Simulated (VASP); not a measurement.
# Sb (I4/mmm) in VASP: notebook

Runs on Sb. Level: PBE. Tasks: single point.

Everything below comes from runs of VASP 6.6.1. Logs are shortened: lines on timing, memory, paths and dates and some standing lists are left out, and cuts for length are marked.

## 1. The cell of the first run

Symmetry: I4/mmm, No. 139, tetragonal system. Conventional cell: a = 3.153 Å, b = 3.153 Å, c = 5.424 Å, α = 90.00°, β = 90.00°, γ = 90.00°. Within 4.1 Å of Sb (site symmetry 4/mmm) lie 12 Sb at 3.15 to 3.51 Å.

## 2. Single point, PBE

File INCAR:

```
SYSTEM = Sb
  PREC = Accurate
  ENCUT = 520
  EDIFF = 1E-6
  ISMEAR = -1
  SIGMA = 0.05
  LREAL = .False.
  LASPH = .True.
  NELM = 100
  ALGO = Normal
  ISIF = 2
  LWAVE = .False.
  LCHARG = .False.
  GGA = PE
  NBANDS = 8
```

File KPOINTS:

```
Automatic mesh
0
Gamma
  12 12 12
  0 0 0
```

File POSCAR:

```
Sb
1.0
   -1.5765401831      1.5765401831      2.7119384313
    1.5765401831     -1.5765401831      2.7119384313
    1.5765401831      1.5765401831     -2.7119384313
Sb
1
Direct
    0.0000000000      0.0000000000      0.0000000000
```

Potentials or basis: VASP PAW PBE potentials, release 64 (Sb).

On the command line:

```sh
$ cat potpaw_PBE.64/Sb/POTCAR > POTCAR
$ mpirun -np 1 vasp_std > vasp.out
```

OUTCAR:

```text
SYSTEM = Sb
   PREC = Accurate
   ENCUT = 520
   EDIFF = 1E-6
   ISMEAR = -1
   LREAL = .False.
   LASPH = .True.
   NELM = 100
   ISIF = 2
   GGA = PE

 ion  position               nearest neighbor table
   1  0.000  0.000  0.000-

  LATTYP: Found a body centered tetragonal cell.
 ALAT       =     3.1530803662
 C/A-ratio  =     1.7201835135

  Lattice vectors:

 A1 = (  -1.5765401831,   1.5765401831,   2.7119384313)
 A2 = (   1.5765401831,  -1.5765401831,   2.7119384313)
 A3 = (   1.5765401831,   1.5765401831,  -2.7119384313)

Analysis of symmetry for initial positions (statically):
=====================================================================
 Subroutine PRICEL returns:
 Original cell was already a primitive cell.

 Routine SETGRP: Setting up the symmetry group for a
 body centered tetragonal supercell.

 Subroutine GETGRP returns: Found 16 space group operations
 (whereof 16 operations were pure point group operations)
 out of a pool of 16 trial point group operations.

The static configuration has the point symmetry D_4h.

Analysis of symmetry for dynamics (positions and initial velocities):
=====================================================================
 Subroutine PRICEL returns:
 Original cell was already a primitive cell.

 Routine SETGRP: Setting up the symmetry group for a
 body centered tetragonal supercell.

 Subroutine GETGRP returns: Found 16 space group operations
 (whereof 16 operations were pure point group operations)
 out of a pool of 16 trial point group operations.

The dynamic configuration has the point symmetry D_4h.

 Subroutine INISYM returns: Found 16 space group operations
 (whereof 16 operations are pure point group operations),
 and found     1 'primitive' translations

----------------------------------------------------------------------------------------

                                     Primitive cell

  volume of cell :      26.9619

  direct lattice vectors                    reciprocal lattice vectors
    -1.576540183  1.576540183  2.711938431     0.000000000  0.317150178  0.184369967
     1.576540183 -1.576540183  2.711938431     0.317150178  0.000000000  0.184369967
     1.576540183  1.576540183 -2.711938431     0.317150178  0.317150178  0.000000000

  length of vectors
     3.510778824  3.510778824  3.510778824     0.366846726  0.366846726  0.448518083

  position of ions in fractional coordinates (direct lattice)
     0.000000000  0.000000000  0.000000000

  ion indices of the primitive-cell ions
   primitive index   ion index
                 1           1

----------------------------------------------------------------------------------------

 KPOINTS: Automatic mesh

Automatic generation of k-mesh.
 Grid dimensions read from file:
 generate k-points for:   12   12   12

 Generating k-lattice:

  Cartesian coordinates                     Fractional coordinates (reciprocal lattice)
     0.000000000  0.026429182  0.015364164     0.083333333 -0.000000000  0.000000000
     0.026429182  0.000000000  0.015364164    -0.000000000  0.083333333  0.000000000
     0.026429182  0.026429182  0.000000000     0.000000000  0.000000000  0.083333333

  Length of vectors
     0.030570561  0.030570561  0.037376507

  Shift w.r.t. Gamma in fractional coordinates (k-lattice)
     0.000000000  0.000000000  0.000000000

 Subroutine IBZKPT returns following result:
 ===========================================

 Found    163 irreducible k-points:

 Following reciprocal coordinates:
            Coordinates               Weight
  0.000000  0.000000  0.000000      1.000000
  0.083333  0.000000 -0.000000      8.000000
  0.166667  0.000000 -0.000000      8.000000
  0.250000 -0.000000  0.000000      8.000000
  0.333333  0.000000 -0.000000      8.000000
  0.416667  0.000000 -0.000000      8.000000
[... 16 lines left out ...]
  0.500000  0.166667  0.000000     16.000000
 -0.416667  0.166667  0.000000     16.000000
 [... further k-points ...]
   k-points           NKPTS =    163   k-points in BZ     NKDIM =    163   number of bands    NBANDS=      8
   number of dos      NEDOS =    301   number of ions     NIONS =      1
   total plane-waves  NPLWV =  21952
   dimension x,y,z NGX =    28 NGY =   28 NGZ =   28
   dimension x,y,z NGXF=    56 NGYF=   56 NGZF=   56
   ions per type =               1
   NGX,Y,Z   is equivalent  to a cutoff of  13.26, 13.26, 13.26 a.u.
   NGXF,Y,Z  is equivalent  to a cutoff of  26.52, 26.52, 26.52 a.u.
 SYSTEM =  Sb
   PREC   = accura    normal or accurate (medium, high low for compatibility)
   ISTART =      0    job   : 0-new  1-cont  2-samecut
   ICHARG =      2    charge: 1-file 2-atom 10-const
   ISPIN  =      1    spin polarized calculation?
   LNONCOLLINEAR =      F non collinear calculations
   LSORBIT =      F    spin-orbit coupling
   LASPH  =      T    aspherical Exc in radial PAW
   ENCUT  =  520.0 eV  38.22 Ry    6.18 a.u.   6.53  6.53  6.53*2*pi/ulx,y,z
   NELM   =    100;   NELMIN=  2; NELMDL= -5     # of ELM steps
   EDIFF  = 0.1E-05   stopping-criterion for ELM
   LREAL  =      F    real-space projection
   EDIFFG = 0.1E-04   stopping-criterion for IOM
   NSW    =      0    number of steps for IOM
   IBRION =     -1    ionic relax: 0-MD 1-quasi-New 2-CG
   NFREE  =      0    steps in history (QN), initial steepest desc. (CG)
   ISIF   =      2    stress and relaxation
   ISYM   =      2    0-nonsym 1-usesym 2-fastsym
   POTIM  = 0.5000    time-step for ionic-motion
   TEBEG  =    0.0;   TEEND  =   0.0 temperature during run
   PSTRESS=    0.0 pullay stress
   NELECT =       5.0000    total number of electrons
   NUPDOWN=      -1.0000    fix difference up-down
   EMIN   =  10.00;   EMAX   =-10.00  energy-range for DOS
   EFERMI =   0.00;   METHOD = LEGACY
   ISMEAR =    -1;   SIGMA  =   0.05  broadening in eV -4-tet -1-fermi 0-gaus
   EFERMI_NEDOS =   21; number of points for ismear=-14 and -15
   IALGO  =     38    algorithm
   IMIX   =      4    mixing-type and parameters
     AMIX     =   0.40;   BMIX     =  1.00
     AMIX_MAG =   1.60;   BMIX_MAG =  1.00
  volume/ion in A,a.u.               =      26.96       181.95
  Fermi-wavevector in a.u.,A,eV,Ry     =   0.933573  1.764197 11.858269  0.871558
  Thomas-Fermi vector in A             =   2.060288
   LORBIT       =      0    0 simple, 1 ext, 2 COOP (PROOUT), +10 PAW based schemes
   GGA     = PE    functional components
   LHFCALC =     F    Hartree Fock is set to
   AEXX    =    0.0000 exact exchange contribution
   IVDW    =     0    specifies the selected vdW correction
   LEPSILON=     F    determine dielectric tensor
   LRPA    =     F    only Hartree local field effects (RPA)
 non-spin polarized calculation
  energy-cutoff  :      520.00
  volume of cell :       26.96
 maximum number of plane-waves:       748
 NGX is ok and might be reduce to    28
   NGX = 13   NGY = 13   NGZ = 13

 number of electron       5.0000000 magnetization

 Free energy of the ion-electron system (eV)
  ---------------------------------------------------
  ext. energy  EPLUGINS =         0.00000000
  ---------------------------------------------------
  free energy    TOTEN  =        -3.84220081 eV

  energy without entropy =       -3.83665983  energy(sigma->0) =       -3.83943032

 E-fermi :   8.5184     XC(G=0): -10.2153

 val. band max:        8.4671544116   @ k =  -0.3333   0.3333   0.0000
 cond. band min:       8.5446170241   @ k =   0.3333   0.1667   0.0833
 fundamental gap:      0.0774626126
 Fermi energy:         8.5183761868

 k-point     1 :       0.0000    0.0000    0.0000
  band No.  band energies     occupation
      1      -4.4335      2.00000
      2      13.1559      0.00000
      3      13.9510      0.00000
      4      13.9510      0.00000
      5      17.8719      0.00000
      6      19.1536      0.00000
      7      19.1574      0.00000
      8      19.2462      0.00000

 k-point     2 :       0.0833    0.0000   -0.0000
  band No.  band energies     occupation
      1      -4.2942      2.00000
      2      12.4624      0.00000
      3      13.0897      0.00000
      4      13.9206      0.00000
      5      17.6471      0.00000
      6      18.2187      0.00000
      7      19.0979      0.00000
      8      19.4717      0.00000

 k-point     3 :       0.1667    0.0000   -0.0000
  band No.  band energies     occupation
      1      -3.8783      2.00000
      2      10.2145      0.00000
      3      12.2619      0.00000
      4      13.8593      0.00000
      5      16.5357      0.00000
      6      18.0301      0.00000
      7      20.0088      0.00000
      8      20.0740      0.00000

 k-point     4 :       0.2500   -0.0000    0.0000
  band No.  band energies     occupation
      1      -3.1951      2.00000
      2       7.7624      2.00000
      3      11.4774      0.00000
      4      13.8207      0.00000
      5      15.6873      0.00000
      6      17.8956      0.00000
      7      20.5898      0.00000
      8      21.3462      0.00000

 k-point     5 :       0.3333    0.0000   -0.0000
  band No.  band energies     occupation
      1      -2.2742      2.00000
      2       5.4911      2.00000
      3      10.8390      0.00000
      4      13.8302      0.00000
      5      15.0950      0.00000
      6      17.9744      0.00000
      7      20.0542      0.00000
      8      20.6248      0.00000
[... 177 lines left out ...]
 k-point    22 :       0.4167    0.1667   -0.0000
  band No.  band energies     occupation
      1      -0.3305      2.00000
      2       3.5045      2.00000
      3       9.2539      0.00000
      4      10.8044      0.00000
      5      15.2795      0.00000
      6      16.9359      0.00000
      7      21.1248      0.00000
      8      22.3721      0.00000

 k-point    23 :       0.5000    0.1667    0.0000
  band No.  band energies     occupation
      1      -0.3084      2.00000
      2       3.4601      2.00000
      3       9.4464      0.00000
      4      11.0114      0.00000
      5      15.0099      0.00000
      6      16.8079      0.00000
      7      20.5912      0.00000
      8      21.9838      0.00000

 k-point    24 :      -0.4167    0.1667    0.0000
  band No.  band energies     occupation
      1      -1.2386      2.00000
      2       4.9062      2.00000
      3       9.8119      0.00000
      4      11.3087      0.00000
      5      15.1290      0.00000
      6      16.9177      0.00000
      7      18.9902      0.00000
      8      22.2704      0.00000

 [... further k-points ...]
[... 5 lines left out ...]
  --------------------------------------------------------------------------------------
  -------------------------------------------------------------------------------------
  Total        0.3250099      0.3250099      0.1924528      0.0000000      0.0000000      0.0000000
  in kB       19.3133351     19.3133351     11.4362859      0.0000000      0.0000000      0.0000000
  external PRESSURE =      16.6876520 kB  Pullay stress =       0.0000000 kB

 VOLUME and BASIS-vectors are now :
 -----------------------------------------------------------------------------
  energy-cutoff  :      520.00
  volume of cell :       26.96
      direct lattice vectors                 reciprocal lattice vectors
    -1.576540183  1.576540183  2.711938431     0.000000000  0.317150178  0.184369967
     1.576540183 -1.576540183  2.711938431     0.317150178  0.000000000  0.184369967
     1.576540183  1.576540183 -2.711938431     0.317150178  0.317150178  0.000000000

 POSITION                                       TOTAL-FORCE (eV/Angst)
 -----------------------------------------------------------------------------------
      0.00000      0.00000      0.00000        -0.000000      0.000000     -0.000000
 -----------------------------------------------------------------------------------
    total drift:                                0.000000      0.000000      0.000000

  FREE ENERGIE OF THE ION-ELECTRON SYSTEM (eV)
  ---------------------------------------------------
  free  energy   TOTEN  =        -3.8422008142 eV

  energy  without entropy=       -3.8366598342  energy(sigma->0) =       -3.83943032
```

It took 24 s on 1 thread of Intel Xeon Platinum 8259CL at 2.50GHz (Skylake/Cascade Lake), shared host; peak memory 0.18 GiB.

Results:

```
Free energy : -3.8422 eV
Pressure    : 1.7 GPa
```

Caveat: spin-orbit coupling is left out, which moves the levels of the heavy elements.

## 3. Single point, PBE (volume scaled by 1.02)

File INCAR:

```
  PREC = Accurate
  ENCUT = 520
  EDIFF = 1E-6
  ISMEAR = -1
  SIGMA = 0.05
  LREAL = False
  LASPH = True
  NELM = 60
  ALGO = Normal
  ISIF = 2
  LWAVE = False
  LCHARG = False
  GGA = PE
  NBANDS = 8
```

File KPOINTS:

```
Automatic mesh
0
Gamma
  12 12 12
```

File POSCAR:

```
Sb
1.0
   -1.5869811508      1.5869811508      2.7298988119
    1.5869811508     -1.5869811508      2.7298988119
    1.5869811508      1.5869811508     -2.7298988119
Sb
1
Direct
    0.0000000000      0.0000000000      0.0000000000
```

Potentials or basis: VASP PAW PBE potentials, release 64 (Sb).

On the command line:

```sh
$ cat potpaw_PBE.64/Sb/POTCAR > POTCAR
$ mpirun -np 1 vasp_std > vasp.out
```

Run time: 24 s. Hardware: 1 thread of Intel Xeon Platinum 8259CL at 2.50GHz (Skylake/Cascade Lake), shared host; peak memory 0.18 GiB.

It converged, with:

```
Free energy : -3.8456 eV
Pressure    : 0.4 GPa
```

Stress tensor (GPa, compression positive):
```
0.56 0.00 0.00
0.00 0.56 0.00
0.00 0.00 0.06
```

Levels at points of the mesh, in eV from the Fermi level:
```csv
k point,band 1,band 2,band 3,band 4,band 5,band 6,band 7,band 8
"(0.00, 0.00, 0.00)",-12.80,4.50,5.29,5.29,9.29,10.52,10.63,10.66
"(0.50, 0.00, 0.00)",-9.09,-5.68,1.73,5.23,6.07,10.07,10.45,10.66
"(0.50, 0.50, 0.00)",-6.69,-4.31,-1.01,0.59,3.47,4.37,15.57,15.73
"(0.50, 0.50, 0.50)",-9.24,-5.55,2.08,2.08,5.86,6.04,18.02,18.03
```

Caveat: spin-orbit coupling is left out, which moves the levels of the heavy elements.
